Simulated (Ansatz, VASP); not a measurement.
# One calculation of Rb4S3, two programs

INCAR

```
SYSTEM = Rb4S3
  ALGO = Normal
  EDIFF = 1E-6
  ENCUT = 520
  GGA = PE
  ISIF = 2
  ISMEAR = 0
  LASPH = .True.
  LCHARG = .False.
  LREAL = .False.
  LWAVE = .False.
  NBANDS = 36
  NELM = 100
  PREC = Accurate
  SIGMA = 0.1
```

KPOINTS

```
k-points
0
Gamma
  4 4 4
  0 0 0
```

File POSCAR:

```
Rb4S3
1.0
    6.2536789100      0.0000000000      0.0000000000
    0.0000000000      6.2536789100      0.0000000000
    0.0000000000      0.0000000000      6.2536789100
Rb S
4 3
Direct
    0.0000000000      0.5000000000      0.5000000000
    0.5000000000      0.0000000000      0.5000000000
    0.5000000000      0.5000000000      0.0000000000
    0.5000000000      0.5000000000      0.5000000000
    0.5000000000      0.0000000000      0.0000000000
    0.0000000000      0.5000000000      0.0000000000
    0.0000000000      0.0000000000      0.5000000000
```

Input for Ansatz:

```yaml
crystal:
  lattice:
    - [6.25367891, 0.0, 0.0]
    - [0.0, 6.25367891, 0.0]
    - [0.0, 0.0, 6.25367891]
  atoms:
    - { symbol: Rb, position: [0.0, 0.5, 0.5] }
    - { symbol: Rb, position: [0.5, 0.0, 0.5] }
    - { symbol: Rb, position: [0.5, 0.5, 0.0] }
    - { symbol: Rb, position: [0.5, 0.5, 0.5] }
    - { symbol: S, position: [0.5, 0.0, 0.0] }
    - { symbol: S, position: [0.0, 0.5, 0.0] }
    - { symbol: S, position: [0.0, 0.0, 0.5] }
basis:
  ecutwfc: 420
kpoints:
  mp_grid: { grid: [4, 4, 4] }
hamiltonian:
  xc: pbe
scf:
  occupations: { method: gaussian, width: 0.1 }
  lower_state_search: "off"
output:
  forces: true
  stress: true
  eigenvalues: true
```

Alike in both runs: task single point; functional PBE; k mesh 4 × 4 × 4; occupations gaussian, width 0.1 eV; no spin polarisation.

|  | VASP | Ansatz |
| --- | --- | --- |
| version | VASP 6.6.1 | Ansatz 0.2.0 |
| potentials or method | VASP PAW PBE potentials, release 64 (Rb_sv, S), cutoff 520 eV | scalar-relativistic, plane waves, PAW |
| valence electrons in the cell | 54 | 54 |

|  | VASP | Ansatz | Ansatz less VASP |
| --- | --- | --- | --- |
| gap on the k mesh at the Fermi level (eV) | none | none | - |
| pressure (GPa) | 4.0 | 3.9 | -0.08 |

A gap of «none» marks a metal or a gap that the smearing closes.
